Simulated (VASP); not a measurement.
Wanted: the native input for a VASP 6.6.1 run.

```
Task                   : single point
Functional             : PBEsol
Potentials or basis    : VASP PAW PBE potentials, release 64 (Al)
Cutoff                 : 520 eV
k mesh                 : 20 × 20 × 20
Occupations            : gaussian, width 0.15 eV
Spin                   : no spin polarisation
Dipole correction      : no
Further INCAR settings : ALGO = Normal; EDIFF = 1e-06; NBANDS = 8
```

The structure of Al lies in POSCAR:

```
Al
1.0
   -1.6071308769      1.6071308769      1.5912186900
    1.6071308769     -1.6071308769      1.5912186900
    1.5753065031      1.5753065031     -1.5912186900
Al
1
Direct
    0.0000000000      0.0000000000      0.0000000000
```

This cell differs from its parent crystal: strain -0.0200 x Voigt [0, 0, 0, 0, 0, 1].

The input as run:

INCAR

```
PREC     = Accurate       # precision mode
ENCUT    = 520            # plane-wave cutoff, eV
EDIFF    = 1E-6           # SCF threshold, eV
ISMEAR   = 0              # smearing method
SIGMA    = 0.15           # smearing width, eV
LREAL    = False          # projectors in reciprocal space
LASPH    = True           # aspherical terms in the spheres
NELM     = 60             # most SCF steps
ALGO     = Normal         # electronic algorithm
ISIF     = 2              # what is computed and relaxed
LWAVE    = False          # write WAVECAR
LCHARG   = True           # write CHGCAR
GGA      = PS             # functional
LELF     = True           # ELF
LVHAR    = True         
NBANDS   = 8              # bands
```

KPOINTS

```
regular mesh
0
Gamma
  20 20 20
```

Potentials or basis: VASP PAW PBE potentials, release 64 (Al).

Run with:

```bash
$ cat potpaw_PBE.64/Al/POTCAR > POTCAR
$ mpirun -np 1 vasp_std > vasp.out
```

It gave:

```
Pressure               : 2.3 GPa
Band gap on the k mesh : zero (an odd number of electrons rules out a gap without spin polarisation)
```

Caveat: the cell differs from its parent crystal (strain -0.0200 x Voigt [0, 0, 0, 0, 0, 1]); the PAW data sets were made with another functional, which shifts forces and pressure a little.

It took 51 s on 1 thread of Intel(R) Xeon(R) Platinum 8375C CPU @ 2.90GHz (Ice Lake), with other jobs on the host, peak memory 0.23 GiB.
